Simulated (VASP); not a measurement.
# SiC (P6_3mc) in VASP: a series of runs

SiC is run at these levels: r2SCAN; tasks: single point.

All numbers are computed with VASP 6.6.1; they aren't measurements. Logs are shortened: lines on timing, memory, paths and dates and some standing lists are left out, and cuts for length are marked.

## 1. The cell of the first run

Symmetry: P6_3mc, No. 186, hexagonal system. The conventional cell has a = 3.075 Å, b = 3.075 Å, c = 5.048 Å, α = 90.00°, β = 90.00°, γ = 120.00°. Within 2.5 Å of Si (site symmetry 3m) lie 4 C at 1.88 to 1.90 Å. C (site symmetry 3m) has 4 Si at 1.88 to 1.90 Å within 2.5 Å.

## 2. Single point, r2SCAN

File POSCAR:

```
SiC
1.0
    3.0751950059      0.0000000000      0.0000000000
   -1.5375975029      2.6631969967      0.0000000000
    0.0000000000      0.0000000000      5.0481668544
Si C
2 2
Direct
    0.3333333333      0.6666666667      0.0046028828
    0.6666666667      0.3333333333      0.5046028828
    0.3333333333      0.6666666667      0.3803971172
    0.6666666667      0.3333333333      0.8803971172
```

File INCAR.step1:

```
SYSTEM = SiC
PREC = Accurate
ENCUT = 520
ISMEAR = 0
SIGMA = 0.05
LREAL = .False.
LASPH = .True.
NELM = 100
NBANDS = 16
GGA = PE
ALGO = Normal
EDIFF = 1E-4
LWAVE = .True.
LCHARG = .False.
```

File INCAR.step2:

```
SYSTEM = SiC
PREC = Accurate
ENCUT = 520
EDIFF = 1E-6
ISMEAR = 0
SIGMA = 0.05
LREAL = .False.
LASPH = .True.
NELM = 100
ALGO = Normal
ISIF = 2
LWAVE = .False.
LCHARG = .False.
METAGGA = R2SCAN
LMIXTAU = .True.
NBANDS = 16
ISTART = 1
```

File KPOINTS:

```
regular mesh
0
Gamma
  12 12 4
  0 0 0
```

Potentials or basis: VASP PAW PBE potentials, release 64 (Si, C).

On the command line:

```bash
$ cat potpaw_PBE.64/Si/POTCAR potpaw_PBE.64/C/POTCAR > POTCAR
$ cp INCAR.step1 INCAR
$ mpirun -np 1 vasp_std > vasp.out
$ cp INCAR.step2 INCAR
$ mpirun -np 1 vasp_std > vasp.out
```

OUTCAR:

```text
SYSTEM = SiC
   PREC = Accurate
   ENCUT = 520
   EDIFF = 1E-6
   ISMEAR = 0
   LREAL = .False.
   LASPH = .True.
   NELM = 100
   ISIF = 2
   METAGGA = R2SCAN
   ISTART = 1

 ion  position               nearest neighbor table
   1  0.333  0.667  0.005-   4 1.88   4 1.88   4 1.88   3 1.90   2 3.09   2 3.09   2 3.09   2 3.09
                             2 3.09   2 3.09
   2  0.667  0.333  0.505-   3 1.88   3 1.88   3 1.88   4 1.90   1 3.09   1 3.09   1 3.09   1 3.09
                             1 3.09   1 3.09
   3  0.333  0.667  0.380-   2 1.88   2 1.88   2 1.88   1 1.90
   4  0.667  0.333  0.880-   1 1.88   1 1.88   1 1.88   2 1.90

  LATTYP: Found a hexagonal cell.
 ALAT       =     3.0751950059
 C/A-ratio  =     1.6415761748

  Lattice vectors:

 A1 = (   3.0751950059,   0.0000000000,   0.0000000000)
 A2 = (  -1.5375975029,   2.6631969967,   0.0000000000)
 A3 = (   0.0000000000,   0.0000000000,   5.0481668544)

Analysis of symmetry for initial positions (statically):
=====================================================================
 Subroutine PRICEL returns:
 Original cell was already a primitive cell.

 Routine SETGRP: Setting up the symmetry group for a
 hexagonal supercell.

 Subroutine GETGRP returns: Found 12 space group operations
 (whereof  6 operations were pure point group operations)
 out of a pool of 24 trial point group operations.

The static configuration has the point symmetry C_3v.
 The point group associated with its full space group is C_6v.

Analysis of symmetry for dynamics (positions and initial velocities):
=====================================================================
 Subroutine PRICEL returns:
 Original cell was already a primitive cell.

 Routine SETGRP: Setting up the symmetry group for a
 hexagonal supercell.

 Subroutine GETGRP returns: Found 12 space group operations
 (whereof  6 operations were pure point group operations)
 out of a pool of 24 trial point group operations.

The dynamic configuration has the point symmetry C_3v.
 The point group associated with its full space group is C_6v.

 Subroutine INISYM returns: Found 12 space group operations
 (whereof  6 operations are pure point group operations),
 and found     1 'primitive' translations

----------------------------------------------------------------------------------------

                                     Primitive cell

  volume of cell :      41.3437

  direct lattice vectors                    reciprocal lattice vectors
     3.075195006  0.000000000  0.000000000     0.325182630  0.187744279  0.000000000
    -1.537597503  2.663196997  0.000000000     0.000000000  0.375488558  0.000000000
     0.000000000  0.000000000  5.048166854     0.000000000  0.000000000  0.198091709

  length of vectors
     3.075195006  3.075195006  5.048166854     0.375488558  0.375488558  0.198091709

  position of ions in fractional coordinates (direct lattice)
     0.333333333  0.666666667  0.004602883
     0.666666667  0.333333333  0.504602883
     0.333333333  0.666666667  0.380397117
     0.666666667  0.333333333  0.880397117

  ion indices of the primitive-cell ions
   primitive index   ion index
                 1           1
                 2           2
                 3           3
                 4           4

----------------------------------------------------------------------------------------

 KPOINTS: regular mesh

Automatic generation of k-mesh.
 Grid dimensions read from file:
 generate k-points for:   12   12    4

 Generating k-lattice:

  Cartesian coordinates                     Fractional coordinates (reciprocal lattice)
     0.027098553  0.015645357  0.000000000     0.083333333  0.000000000  0.000000000
     0.000000000  0.031290713  0.000000000     0.000000000  0.083333333  0.000000000
     0.000000000  0.000000000  0.049522927     0.000000000  0.000000000  0.250000000

  Length of vectors
     0.031290713  0.031290713  0.049522927

  Shift w.r.t. Gamma in fractional coordinates (k-lattice)
     0.000000000  0.000000000  0.000000000

 Subroutine IBZKPT returns following result:
 ===========================================

 Found     57 irreducible k-points:

 Following reciprocal coordinates:
            Coordinates               Weight
  0.000000  0.000000  0.000000      1.000000
  0.083333 -0.000000  0.000000      6.000000
  0.166667  0.000000  0.000000      6.000000
  0.250000  0.000000  0.000000      6.000000
  0.333333  0.000000  0.000000      6.000000
  0.416667  0.000000  0.000000      6.000000
[... 16 lines left out ...]
  0.250000  0.000000  0.250000     12.000000
  0.333333  0.000000  0.250000     12.000000
 [... further k-points ...]
   k-points           NKPTS =     57   k-points in BZ     NKDIM =     57   number of bands    NBANDS=     16
   number of dos      NEDOS =    301   number of ions     NIONS =      4
   total plane-waves  NPLWV =  23040
   dimension x,y,z NGX =    24 NGY =   24 NGZ =   40
   dimension x,y,z NGXF=    48 NGYF=   48 NGZF=   80
   ions per type =               2   2
   NGX,Y,Z   is equivalent  to a cutoff of  12.97, 12.97, 13.17 a.u.
   NGXF,Y,Z  is equivalent  to a cutoff of  25.95, 25.95, 26.35 a.u.
 SYSTEM =  SiC
   PREC   = accura    normal or accurate (medium, high low for compatibility)
   ISTART =      1    job   : 0-new  1-cont  2-samecut
   ICHARG =      0    charge: 1-file 2-atom 10-const
   ISPIN  =      1    spin polarized calculation?
   LNONCOLLINEAR =      F non collinear calculations
   LSORBIT =      F    spin-orbit coupling
   LASPH  =      T    aspherical Exc in radial PAW
   ENCUT  =  520.0 eV  38.22 Ry    6.18 a.u.   5.72  5.72  9.39*2*pi/ulx,y,z
   NELM   =    100;   NELMIN=  2; NELMDL=  0     # of ELM steps
   EDIFF  = 0.1E-05   stopping-criterion for ELM
   LREAL  =      F    real-space projection
   EDIFFG = 0.1E-04   stopping-criterion for IOM
   NSW    =      0    number of steps for IOM
   IBRION =     -1    ionic relax: 0-MD 1-quasi-New 2-CG
   NFREE  =      0    steps in history (QN), initial steepest desc. (CG)
   ISIF   =      2    stress and relaxation
   ISYM   =      2    0-nonsym 1-usesym 2-fastsym
   POTIM  = 0.5000    time-step for ionic-motion
   TEBEG  =    0.0;   TEEND  =   0.0 temperature during run
   PSTRESS=    0.0 pullay stress
   NELECT =      16.0000    total number of electrons
   NUPDOWN=      -1.0000    fix difference up-down
   EMIN   =  10.00;   EMAX   =-10.00  energy-range for DOS
   EFERMI =   0.00;   METHOD = LEGACY
   ISMEAR =     0;   SIGMA  =   0.05  broadening in eV -4-tet -1-fermi 0-gaus
   EFERMI_NEDOS =   21; number of points for ismear=-14 and -15
   IALGO  =     38    algorithm
   IMIX   =      4    mixing-type and parameters
     AMIX     =   0.40;   BMIX     =  1.00
     AMIX_MAG =   1.60;   BMIX_MAG =  1.00
  volume/ion in A,a.u.               =      10.34        69.75
  Fermi-wavevector in a.u.,A,eV,Ry     =   1.193012  2.254466 19.364879  1.423278
  Thomas-Fermi vector in A             =   2.329037
   LORBIT       =      0    0 simple, 1 ext, 2 COOP (PROOUT), +10 PAW based schemes
   METAGGA = R2SCAN    functional components
   LHFCALC =     F    Hartree Fock is set to
   AEXX    =    0.0000 exact exchange contribution
   IVDW    =     0    specifies the selected vdW correction
   LEPSILON=     F    determine dielectric tensor
   LRPA    =     F    only Hartree local field effects (RPA)
 non-spin polarized calculation
 Gauss-broadening in eV      SIGMA  =   0.05
  energy-cutoff  :      520.00
  volume of cell :       41.34
 maximum number of plane-waves:      1126
 NGX is ok and might be reduce to    24
   NGX = 11   NGY = 11   NGZ = 19

 number of electron      15.9999999 magnetization

 Free energy of the ion-electron system (eV)
  ---------------------------------------------------
  ext. energy  EPLUGINS =         0.00000000
  ---------------------------------------------------
  free energy    TOTEN  =       -38.63838121 eV

  energy without entropy =      -38.63838121  energy(sigma->0) =      -38.63838121

 E-fermi :   8.4462     XC(G=0): -11.9295

 val. band max:        8.1467785361   @ k =   0.0000   0.0000   0.0000
 cond. band min:      10.8049981474   @ k =   0.3333   0.3333   0.0000
 fundamental gap:      2.6582196113
 Fermi energy:         8.4461608741

 k-point     1 :       0.0000    0.0000    0.0000
  band No.  band energies     occupation
      1      -8.2089      2.00000
      2      -4.5816      2.00000
      3      -0.8463      2.00000
      4       6.7615      2.00000
      5       6.7615      2.00000
      6       8.0326      2.00000
[... 8 lines left out ...]
     15      17.7271      0.00000
     16      20.1783      0.00000

 k-point     2 :       0.0833   -0.0000    0.0000
  band No.  band energies     occupation
      1      -8.0840      2.00000
      2      -4.4763      2.00000
      3      -0.7310      2.00000
      4       6.0630      2.00000
      5       6.5425      2.00000
      6       7.6637      2.00000
[... 8 lines left out ...]
     15      18.0531      0.00000
     16      19.2014      0.00000

 k-point     3 :       0.1667    0.0000    0.0000
  band No.  band energies     occupation
      1      -7.7128      2.00000
      2      -4.1706      2.00000
      3      -0.3949      2.00000
      4       4.5304      2.00000
      5       6.0457      2.00000
      6       6.4958      2.00000
[... 8 lines left out ...]
     15      18.3901      0.00000
     16      18.7417      0.00000

 k-point     4 :       0.2500    0.0000    0.0000
  band No.  band energies     occupation
      1      -7.1081      2.00000
      2      -3.7070      2.00000
      3       0.1133      2.00000
      4       2.8576      2.00000
      5       5.0441      2.00000
      6       5.5048      2.00000
[... 8 lines left out ...]
     15      19.0102      0.00000
     16      19.6871      0.00000
[... 324 lines left out ...]
 k-point    22 :       0.1667    0.0000    0.2500
  band No.  band energies     occupation
      1      -7.4010      2.00000
      2      -5.1383      2.00000
      3       1.0242      2.00000
      4       4.8134      2.00000
      5       5.6519      2.00000
      6       6.2568      2.00000
[... 8 lines left out ...]
     15      18.3471      0.00000
     16      19.5310      0.00000

 k-point    23 :       0.2500    0.0000    0.2500
  band No.  band energies     occupation
      1      -6.8021      2.00000
      2      -4.6085      2.00000
      3       1.2490      2.00000
      4       3.3551      2.00000
      5       4.2619      2.00000
      6       5.7324      2.00000
[... 8 lines left out ...]
     15      19.5285      0.00000
     16      20.0764      0.00000

 k-point    24 :       0.3333    0.0000    0.2500
  band No.  band energies     occupation
      1      -6.0065      2.00000
      2      -3.9645      2.00000
      3       0.6891      2.00000
      4       2.6271      2.00000
      5       3.0753      2.00000
      6       5.2942      2.00000
[... 8 lines left out ...]
     15      20.6362      0.00000
     16      20.8066      0.00000

 [... further k-points ...]
[... 5 lines left out ...]
  --------------------------------------------------------------------------------------
  -------------------------------------------------------------------------------------
  Total       -0.0401656     -0.0401656     -0.0420822     -0.0000000      0.0000000     -0.0000000
  in kB       -1.5565233     -1.5565233     -1.6307955     -0.0000000      0.0000000     -0.0000000
  external PRESSURE =      -1.5812807 kB  Pullay stress =       0.0000000 kB

 VOLUME and BASIS-vectors are now :
 -----------------------------------------------------------------------------
  energy-cutoff  :      520.00
  volume of cell :       41.34
      direct lattice vectors                 reciprocal lattice vectors
     3.075195006  0.000000000  0.000000000     0.325182630  0.187744279  0.000000000
    -1.537597503  2.663196997  0.000000000     0.000000000  0.375488558  0.000000000
     0.000000000  0.000000000  5.048166854     0.000000000  0.000000000  0.198091709

 POSITION                                       TOTAL-FORCE (eV/Angst)
 -----------------------------------------------------------------------------------
     -0.00000      1.77546      0.02324         0.000000     -0.000000     -0.001471
      1.53760      0.88773      2.54732        -0.000000      0.000000     -0.001471
     -0.00000      1.77546      1.92031        -0.000000      0.000000      0.001471
      1.53760      0.88773      4.44439         0.000000     -0.000000      0.001471
 -----------------------------------------------------------------------------------
    total drift:                               -0.000000     -0.000000     -0.000141

  FREE ENERGIE OF THE ION-ELECTRON SYSTEM (eV)
  ---------------------------------------------------
  free  energy   TOTEN  =       -38.6383812114 eV

  energy  without entropy=      -38.6383812114  energy(sigma->0) =      -38.63838121
```

Run time: 52 s. Hardware: 1 thread of Intel Xeon 6975P-C (Granite Rapids), shared host; peak memory 0.17 GiB.

Results:

- Free energy: -38.6384 eV
- Pressure: -0.2 GPa
- Band gap on the k mesh: 2.66 eV, indirect (least direct gap 4.49 eV)

Levels at points of the mesh, in eV from the valence-band top:
| k point | band 6 | band 7 | band 8 | band 9 | band 10 | band 11 |
| --- | --- | --- | --- | --- | --- | --- |
| (0.00, 0.00, 0.00) | -0.11 | 0.00 | 0.00 | 5.38 | 6.78 | 7.19 |
| (0.50, 0.00, 0.00) | -3.48 | -3.36 | -1.26 | 3.23 | 4.66 | 7.47 |
| (0.00, 0.00, 0.50) | -0.75 | -0.75 | -0.75 | 6.50 | 6.50 | 7.89 |
| (0.50, 0.00, 0.50) | -2.56 | -2.44 | -2.44 | 3.72 | 3.72 | 5.79 |

Caveat: the PAW data sets were made with another functional, which shifts forces and pressure a little.

[end of part 1 of 3]
